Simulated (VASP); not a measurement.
# Al32Co (a cell with a defect) in VASP: single point with PBE

Aim: the single point of Al32Co (a cell with a defect) with PBE.

Everything below comes from runs of VASP 6.6.1. Logs are shortened: lines on timing, memory, paths and dates and some standing lists are left out, and cuts for length are marked.

## (1) The cell of the first run

The cell holds a defect, 33 atoms: a = 8.100 Å, b = 8.100 Å, c = 8.100 Å, α = 90.00°, β = 90.00°, γ = 90.00°.

## (2) Single point, PBE, collinear spin, zero start

Contents of INCAR:

```
ALGO = Normal ; EDIFF = 1E-6
ENCUT = 520 ; GGA = PE
ISIF = 2 ; ISMEAR = -1
ISPIN = 2 ; LASPH = T
LCHARG = F ; LMAXMIX = 4
LORBIT = 11 ; LREAL = Auto
LWAVE = F ; MAGMOM = 0 0 0 0 0 0 0 0 0 0 0 0 0 0 0 0 0 0 0 0 0 0 0 0 0 0 0 0 0 0 0 0 0
NBANDS = 78 ; NELM = 150
PREC = Accurate ; SIGMA = 0.15
```

Contents of KPOINTS:

```
k-points
0
Gamma
  2 2 2
```

Contents of POSCAR:

```
Al32Co
1.0
    8.1000000000      0.0000000000      0.0000000000
    0.0000000000      8.1000000000      0.0000000000
    0.0000000000      0.0000000000      8.1000000000
Al Co
32 1
Direct
    0.5054790123     -0.0037249383      0.0103441975
    0.7477508642      0.2503070370      0.0023465432
    0.7398212346     -0.0037304938      0.2446449383
   -0.0093922222     -0.0027867901      0.0081145679
    0.2462712346      0.2554819753      0.0103435802
    0.5003034568      0.4977527160      0.0023481481
    0.7519571605      0.7447658025     -0.0019334568
    0.2472772840     -0.0027191358      0.2390319753
    0.5024466667      0.2524508642      0.2476722222
    0.7477016049      0.4977049383      0.2498034568
    0.5112198765     -0.0026570370      0.5027622222
    0.7398408642      0.2554451852      0.5038429630
    0.7420598765     -0.0027760494      0.7594519753
   -0.0052372840      0.5019585185     -0.0019338272
    0.2472097531      0.7406103704      0.0081151852
   -0.0108218519      0.2535516049      0.2465618519
    0.2462654321      0.4898272840      0.2446461728
    0.5035491358      0.7391812346      0.2465607407
   -0.0504166667      0.0069186420      0.4930433333
    0.2473413580      0.2612282716      0.5027602469
    0.5054409877      0.4898462963      0.5038432099
    0.7420438272      0.7406255556      0.5028820988
    0.2569887654      0.0069877778      0.8007497531
    0.5035103704      0.2535139506      0.7609092593
    0.7519718519      0.5019728395      0.7553256790
   -0.0046827160      0.7453206173      0.2554298765
   -0.0093766667      0.4920496296      0.5028817284
    0.2569174074      0.6995940741      0.4930455556
   -0.0045106173      0.2444765432      0.7546098765
    0.2472208642      0.4920651852      0.7594514815
    0.4944792593      0.7454872840      0.7546150617
    0.0165444444      0.7665495062      0.7336075309
    0.2242990123      0.9743103704      0.5260492593
```

Potentials or basis: VASP PAW PBE potentials, release 64 (Al, Co).

On the command line:

```sh
> cat potpaw_PBE.64/Al/POTCAR potpaw_PBE.64/Co/POTCAR > POTCAR
> mpirun -np 1 vasp_std > vasp.out
```

OUTCAR:

```text
EDIFF = 1E-6
   ENCUT = 520
   GGA = PE
   ISIF = 2
   ISMEAR = -1
   ISPIN = 2
   LASPH = T
   LORBIT = 11
   LREAL = Auto
   NELM = 150
   PREC = Accurate

 ion  position               nearest neighbor table
   1  0.505  0.996  0.010-  23 2.63   3 2.68  13 2.79   8 2.79  18 2.83   9 2.83   2 2.84   7 2.85
                            24 2.90  31 2.90  15 2.94   5 2.97
   2  0.748  0.250  0.002-  16 2.78  24 2.78   9 2.81  10 2.83   6 2.83  29 2.84   4 2.84  13 2.84
                             1 2.84   3 2.84  14 2.86  25 2.86
   3  0.740  0.996  0.245-  19 2.63   1 2.68   4 2.79  11 2.79  18 2.83   9 2.83   2 2.84   7 2.85
                            26 2.90  16 2.90  22 2.94  12 2.97
   4  0.991  0.997  0.008-  23 2.74   3 2.79   8 2.80   7 2.82  16 2.84   2 2.84  13 2.85  26 2.86
                            29 2.87  32 2.91  15 2.94   5 2.94
   5  0.246  0.255  0.010-  23 2.63  17 2.68  30 2.79   8 2.79  16 2.83   9 2.83   6 2.84  14 2.85
                            24 2.90  29 2.90   4 2.94   1 2.97
   6  0.500  0.498  0.002-  18 2.78  24 2.78   9 2.81  10 2.83   2 2.83  31 2.84  15 2.84  30 2.84
                             5 2.84  17 2.84   7 2.86  25 2.86
   7  0.752  0.745  0.998-  25 2.78  14 2.78  13 2.81   4 2.82  18 2.85   1 2.85   3 2.85   6 2.86
                            10 2.86  26 2.87  31 2.87  32 3.04
   8  0.247  0.997  0.239-  33 2.34   5 2.79   1 2.79   4 2.80  15 2.80  26 2.89   9 2.92  16 2.95
                            18 2.95  11 3.02  20 3.02  28 3.17  19 3.17
   9  0.502  0.252  0.248-  10 2.81   6 2.81   2 2.81   1 2.83   5 2.83   3 2.83  17 2.83  12 2.83
[... 32 lines left out ...]
                             6 2.86  31 2.87  29 2.87  32 3.04
  26  0.995  0.745  0.255-  10 2.84  15 2.86   4 2.86  27 2.87  22 2.87   7 2.87  14 2.87  19 2.89
                            28 2.89   8 2.89  17 2.90   3 2.90
  27  0.991  0.492  0.503-  28 2.74  12 2.79  20 2.80  25 2.82  16 2.84  10 2.84  22 2.85  29 2.86
                            26 2.87  32 2.91  30 2.94  17 2.94
  28  0.257  0.700  0.493-  33 2.26  17 2.63  21 2.64  27 2.74  30 2.74  32 2.81  18 2.84  31 2.89
                            26 2.89   8 3.17  11 3.17
  29  0.995  0.244  0.755-   2 2.84  27 2.86  30 2.86  13 2.87   4 2.87  14 2.87  25 2.87  23 2.89
                            19 2.89  20 2.89  12 2.90   5 2.90
  30  0.247  0.492  0.759-  28 2.74   5 2.79  20 2.80  14 2.81  24 2.84   6 2.84  15 2.85  29 2.86
                            31 2.87  32 2.91  27 2.94  21 2.94
  31  0.494  0.745  0.755-   6 2.84  22 2.86  13 2.86  30 2.87  15 2.87   7 2.87  25 2.87  23 2.89
                            28 2.89  11 2.89  21 2.90   1 2.90
  32  0.017  0.767  0.734-  23 2.81  19 2.81  28 2.81  13 2.91  30 2.91   4 2.91  15 2.91  27 2.91
                            22 2.91  33 2.91   7 3.04  14 3.04  25 3.04
  33  0.224  0.974  0.526-  23 2.26  19 2.26  28 2.26  20 2.34  11 2.34   8 2.34  32 2.91

  LATTYP: Found a simple cubic cell.
 ALAT       =     8.1000000000

  Lattice vectors:

 A1 = (   8.1000000000,   0.0000000000,   0.0000000000)
 A2 = (   0.0000000000,   8.1000000000,   0.0000000000)
 A3 = (   0.0000000000,   0.0000000000,   8.1000000000)

Analysis of symmetry for initial positions (statically):
=====================================================================
 Subroutine PRICEL returns:
 Original cell was already a primitive cell.

 Routine SETGRP: Setting up the symmetry group for a
 simple cubic supercell.

 Subroutine GETGRP returns: Found  1 space group operations
 (whereof  1 operations were pure point group operations)
 out of a pool of 48 trial point group operations.

The static configuration has the point symmetry C_1 .

Analysis of symmetry for dynamics (positions and initial velocities):
=====================================================================
 Subroutine PRICEL returns:
 Original cell was already a primitive cell.

 Routine SETGRP: Setting up the symmetry group for a
 simple cubic supercell.

 Subroutine GETGRP returns: Found  1 space group operations
 (whereof  1 operations were pure point group operations)
 out of a pool of 48 trial point group operations.

The dynamic configuration has the point symmetry C_1 .

Analysis of structural, dynamic, and magnetic symmetry:
=====================================================================
 Subroutine PRICEL returns:
 Original cell was already a primitive cell.

 Routine SETGRP: Setting up the symmetry group for a
 simple cubic supercell.

 Subroutine GETGRP returns: Found  1 space group operations
 (whereof  1 operations were pure point group operations)
 out of a pool of 48 trial point group operations.

The overall configuration has the point symmetry C_1 .

 Subroutine INISYM returns: Found  1 space group operations
[... 137 lines left out ...]
   LNONCOLLINEAR =      F non collinear calculations
   LSORBIT =      F    spin-orbit coupling
   LASPH  =      T    aspherical Exc in radial PAW
   ENCUT  =  520.0 eV  38.22 Ry    6.18 a.u.  15.06 15.06 15.06*2*pi/ulx,y,z
   NELM   =    150;   NELMIN=  2; NELMDL= -5     # of ELM steps
   EDIFF  = 0.1E-05   stopping-criterion for ELM
   LREAL  =      T    real-space projection
   EDIFFG = 0.1E-04   stopping-criterion for IOM
   NSW    =      0    number of steps for IOM
   IBRION =     -1    ionic relax: 0-MD 1-quasi-New 2-CG
   NFREE  =      0    steps in history (QN), initial steepest desc. (CG)
   ISIF   =      2    stress and relaxation
   ISYM   =      2    0-nonsym 1-usesym 2-fastsym
   POTIM  = 0.5000    time-step for ionic-motion
   TEBEG  =    0.0;   TEEND  =   0.0 temperature during run
   PSTRESS=    0.0 pullay stress
   NELECT =     105.0000    total number of electrons
   NUPDOWN=      -1.0000    fix difference up-down
   EMIN   =  10.00;   EMAX   =-10.00  energy-range for DOS
   EFERMI =   0.00;   METHOD = LEGACY
   ISMEAR =    -1;   SIGMA  =   0.15  broadening in eV -4-tet -1-fermi 0-gaus
   EFERMI_NEDOS =   21; number of points for ismear=-14 and -15
   IALGO  =     38    algorithm
   IMIX   =      4    mixing-type and parameters
     AMIX     =   0.40;   BMIX     =  1.00
     AMIX_MAG =   1.60;   BMIX_MAG =  1.00
  volume/ion in A,a.u.               =      16.10       108.68
  Fermi-wavevector in a.u.,A,eV,Ry     =   0.953498  1.801849 12.369840  0.909158
  Thomas-Fermi vector in A             =   2.082158
   LORBIT       =     11    0 simple, 1 ext, 2 COOP (PROOUT), +10 PAW based schemes
   GGA     = PE    functional components
   LHFCALC =     F    Hartree Fock is set to
   AEXX    =    0.0000 exact exchange contribution
   IVDW    =     0    specifies the selected vdW correction
   LEPSILON=     F    determine dielectric tensor
   LRPA    =     F    only Hartree local field effects (RPA)
 spin polarized calculation
  energy-cutoff  :      520.00
  volume of cell :      531.44
 maximum number of plane-waves:     14400
   NGX = 31   NGY = 31   NGZ = 31

 number of electron     104.9999999 magnetization      -0.0000000

 number of electron     104.9999999 magnetization       0.0000020

 Free energy of the ion-electron system (eV)
  ---------------------------------------------------
  ext. energy  EPLUGINS =         0.00000000
  ---------------------------------------------------
  free energy    TOTEN  =      -127.33135502 eV

  energy without entropy =     -126.29503347  energy(sigma->0) =     -126.81319424

 E-fermi :   7.8793     XC(G=0): -10.2999

 val. band max:        7.8585371631   @ k =   0.0000   0.5000   0.0000
 cond. band min:       7.8912799026   @ k =   0.0000   0.0000   0.5000
 fundamental gap:      0.0327427395
 Fermi energy:         7.8793183517

 spin component 1

 k-point     1 :       0.0000    0.0000    0.0000
  band No.  band energies     occupation
      1      -3.0156      1.00000
      2      -0.9228      1.00000
      3      -0.9226      1.00000
      4      -0.7318      1.00000
      5      -0.7316      1.00000
      6      -0.7105      1.00000
[... 525 lines left out ...]
     63      11.3053      0.00000
     64      11.3059      0.00000
 Fermi energy:         7.8793183517

 spin component 2

 k-point     1 :       0.0000    0.0000    0.0000
  band No.  band energies     occupation
      1      -3.0156      1.00000
      2      -0.9228      1.00000
      3      -0.9226      1.00000
      4      -0.7318      1.00000
      5      -0.7316      1.00000
      6      -0.7105      1.00000
[... 525 lines left out ...]
     63      11.3053      0.00000
     64      11.3059      0.00000
 [bands above 64 left out]

------------------------ aborting loop because EDIFF is reached ----------------------------------------

  FORCE on cell =-STRESS in cart. coord.  units (eV):
  Direction    XX          YY          ZZ          XY          YZ          ZX
  --------------------------------------------------------------------------------------
  -------------------------------------------------------------------------------------
  Total        7.4405931      7.4408198      7.4463517     -1.4533135      1.4764523      1.4766888
  in kB       22.4317462     22.4324297     22.4491072     -4.3814194      4.4511777      4.4518908
  external PRESSURE =      22.4377610 kB  Pullay stress =       0.0000000 kB

 VOLUME and BASIS-vectors are now :
 -----------------------------------------------------------------------------
  energy-cutoff  :      520.00
  volume of cell :      531.44
      direct lattice vectors                 reciprocal lattice vectors
     8.100000000  0.000000000  0.000000000     0.123456790  0.000000000  0.000000000
     0.000000000  8.100000000  0.000000000     0.000000000  0.123456790  0.000000000
     0.000000000  0.000000000  8.100000000     0.000000000  0.000000000  0.123456790

 POSITION                                       TOTAL-FORCE (eV/Angst)
 -----------------------------------------------------------------------------------
      4.09438      8.06983      0.08379        -0.000246      0.003141      0.001775
      6.05678      2.02749      0.01901        -0.006816     -0.000401      0.006140
      5.99255      8.06978      1.98162        -0.002593      0.003427     -0.000384
      8.02392      8.07743      0.06573         0.001501      0.001508      0.000102
      1.99480      2.06940      0.08378         0.003185     -0.000266      0.001778
      4.05246      4.03180      0.01902        -0.000365     -0.006831      0.006114
[... 25 lines left out ...]
      0.13401      6.20905      5.94222         0.001492      0.001437     -0.001986
      1.81682      7.89191      4.26100        -0.000667     -0.000668      0.000425
 -----------------------------------------------------------------------------------
    total drift:                                0.004409      0.004452     -0.008578

  FREE ENERGIE OF THE ION-ELECTRON SYSTEM (eV)
  ---------------------------------------------------
  free  energy   TOTEN  =      -127.3313550161 eV

  energy  without entropy=     -126.2950334732  energy(sigma->0) =     -126.81319424

 total charge

# of ion       s       p       d       tot
------------------------------------------
    1        0.429   0.352   0.000   0.781
    2        0.428   0.354   0.000   0.783
    3        0.429   0.352   0.000   0.781
    4        0.429   0.344   0.000   0.773
    5        0.429   0.352   0.000   0.781
    6        0.428   0.354   0.000   0.783
[... 25 lines left out ...]
   32        0.423   0.319   0.000   0.742
   33        0.525   0.542   7.581   8.648
--------------------------------------------------
tot         14.309  11.659   7.581  33.549

 magnetization (x)

# of ion       s       p       d       tot
------------------------------------------
    1       -0.000   0.000   0.000  -0.000
    2       -0.000   0.000   0.000  -0.000
    3       -0.000   0.000   0.000  -0.000
    4       -0.000   0.000   0.000  -0.000
    5        0.000   0.000   0.000   0.000
    6       -0.000  -0.000   0.000  -0.000
[... 25 lines left out ...]
   32       -0.000   0.000   0.000   0.000
   33       -0.000  -0.000  -0.000  -0.000
--------------------------------------------------
tot         -0.000  -0.000  -0.000  -0.000
```

Wall time 16 min (1 thread of Intel Xeon Platinum 8488C (Sapphire Rapids), shared host); peak memory 0.89 GiB.

What came out:

| Quantity | Value |
| --- | --- |
| Free energy | -127.3314 eV |
| Pressure | 2.2 GPa |
| Largest force | 0.009 eV/Å |
| Net moment | 0.00 μB per cell |
| Valence electrons inside the program's atomic spheres | Al 0.78, 0.77, 0.82, 0.76, 0.74 (each value once); Co 8.65 |

Forces on the atoms (eV/Å):
```
Al   0.000  0.003  0.002
Al  -0.007  0.000  0.006
Al  -0.003  0.003  0.000
Al   0.002  0.002  0.000
Al   0.003  0.000  0.002
Al   0.000 -0.007  0.006
Al  -0.002 -0.004  0.002
Al   0.000  0.000 -0.004
Al   0.002  0.002 -0.002
Al  -0.006 -0.006  0.000
Al   0.003  0.000 -0.001
Al  -0.002  0.000 -0.003
Al   0.000  0.002  0.000
Al  -0.004 -0.002  0.002
Al   0.001  0.002  0.000
Al   0.000 -0.001  0.001
Al   0.003 -0.003  0.000
Al  -0.001  0.000  0.001
Al   0.003  0.000  0.001
Al   0.000  0.003 -0.001
Al   0.000 -0.003 -0.003
Al   0.001  0.001 -0.001
Al  -0.001 -0.001 -0.004
Al  -0.001 -0.001  0.000
Al  -0.003 -0.003  0.003
Al   0.002  0.002 -0.003
Al   0.001  0.001 -0.001
Al   0.000  0.003  0.001
Al   0.001  0.004 -0.001
Al   0.002  0.000  0.000
Al   0.004  0.001 -0.002
Al   0.001  0.001 -0.002
Co  -0.001 -0.001  0.000
```

Stress tensor (GPa, compression positive):
```
 2.24 -0.44  0.45
-0.44  2.24  0.45
 0.45  0.45  2.24
```

Levels at points of the mesh, in eV from the Fermi level:
Spin up:
| k point | band 49 | band 50 | band 51 | band 52 | band 53 | band 54 | band 55 | band 56 | band 57 | band 58 |
| --- | --- | --- | --- | --- | --- | --- | --- | --- | --- | --- |
| (0.00, 0.00, 0.00) | -0.14 | -0.06 | 0.21 | 0.21 | 0.45 | 0.51 | 0.51 | 0.63 | 1.18 | 1.18 |
| (0.50, 0.00, 0.00) | -0.33 | -0.22 | -0.12 | -0.08 | -0.03 | -0.02 | 0.01 | 0.03 | 0.81 | 1.20 |
| (0.00, 0.50, 0.00) | -0.33 | -0.22 | -0.12 | -0.08 | -0.03 | -0.02 | 0.01 | 0.03 | 0.81 | 1.20 |
| (0.00, 0.00, 0.50) | -0.32 | -0.22 | -0.12 | -0.08 | -0.03 | -0.02 | 0.01 | 0.03 | 0.82 | 1.20 |
| (0.50, 0.50, 0.00) | -0.52 | -0.28 | -0.22 | -0.17 | 0.61 | 0.87 | 0.88 | 0.98 | 1.07 | 1.15 |
| (0.00, 0.50, 0.50) | -0.52 | -0.28 | -0.22 | -0.17 | 0.61 | 0.87 | 0.88 | 0.98 | 1.07 | 1.15 |
| (0.50, 0.00, 0.50) | -0.52 | -0.28 | -0.22 | -0.17 | 0.61 | 0.87 | 0.88 | 0.98 | 1.07 | 1.15 |
| (0.50, 0.50, 0.50) | -0.55 | -0.51 | -0.50 | -0.50 | -0.48 | -0.48 | -0.43 | -0.37 | -0.37 | -0.14 |
Spin down:
```
           k point  band 51  band 52  band 53  band 54  band 55  band 56
(0.00, 0.00, 0.00)     0.21     0.21     0.45     0.51     0.51     0.63
(0.50, 0.00, 0.00)    -0.12    -0.08    -0.03    -0.02     0.01     0.03
(0.00, 0.50, 0.00)    -0.12    -0.08    -0.03    -0.02     0.01     0.03
(0.00, 0.00, 0.50)    -0.12    -0.08    -0.03    -0.02     0.01     0.03
(0.50, 0.50, 0.00)    -0.22    -0.17     0.61     0.87     0.88     0.98
(0.00, 0.50, 0.50)    -0.22    -0.17     0.61     0.87     0.88     0.98
(0.50, 0.00, 0.50)    -0.22    -0.17     0.61     0.87     0.88     0.98
(0.50, 0.50, 0.50)    -0.50    -0.50    -0.48    -0.48    -0.43    -0.37
```

Caveat: the k points lie up to 0.39 Å⁻¹ apart; no moment was typed at the start, so none could form.
